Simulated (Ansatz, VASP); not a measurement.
## Ti: VASP beside Ansatz

File INCAR:

```
SYSTEM = Ti
  ALGO = Normal
  EDIFF = 1E-8
  ENCUT = 520
  GGA = CA
  ISIF = 2
  ISMEAR = -1
  LASPH = .True.
  LCHARG = .False.
  LEFG = .True.
  LREAL = .False.
  LWAVE = .False.
  NBANDS = 12
  NELM = 80
  PREC = Accurate
  SIGMA = 0.05
```

File KPOINTS:

```
k-points
0
Gamma
  14 14 14
  0 0 0
```

POSCAR

```
Ti
1.0
    0.0000000000      2.0300000000      2.0706000000
    2.0300000000      0.0000000000      2.0706000000
    2.0300000000      2.0300000000      0.0000000000
Ti
1
Direct
    0.0000000000      0.0000000000      0.0000000000
```

Input for Ansatz:

```yaml
crystal:
  lattice:
    - [0.0, 2.03, 2.0706]
    - [2.03, 0.0, 2.0706]
    - [2.03, 2.03, 0.0]
  atoms:
    - { symbol: Ti, position: [0.0, 0.0, 0.0] }
kpoints:
  mp_grid: { grid: [14, 14, 14] }
scf:
  occupations: { method: fermi_dirac, width: 0.05 }
hamiltonian:
  xc: lda
  pseudopotentials: { kind: all_electron, datasets: crystal }
output:
  forces: true
  stress: true
  eigenvalues: true
  efg: { contact_densities: true }
```

Change from the starting cell: zz strain of +2 %, crystal datasets.

Alike in both runs: task electric field gradients; functional LDA; k mesh 14 × 14 × 14; occupations fermi-dirac, width 0.05 eV; no spin polarisation.

```csv
,VASP,Ansatz
version,VASP 6.6.1,Ansatz 0.2.0
potentials or method,"VASP PAW LDA potentials, release 64 (Ti_sv), cutoff 520 eV","all-electron PAW with datasets made for the crystal, scalar-relativistic"
```

Ansatz gave:

| Item | Value |
| --- | --- |
| pressure (GPa) | -6.9 |
| traceless stress, the component that is largest in VASP (GPa) | -0.34 |
| size of Vzz on the site where it differs most (V/Å²) | 2.4 |

Q: Which values does VASP return?

A: Pressure (GPa): -7.0; traceless stress, the component that is largest in VASP (GPa): -0.34; size of Vzz on the site where it differs most (V/Å²): 2.4.

LDA's correlation is that of Perdew and Zunger in VASP and of Perdew and Wang (1992) in Ansatz. Ansatz ran all-electron here, and VASP with PAW potentials.
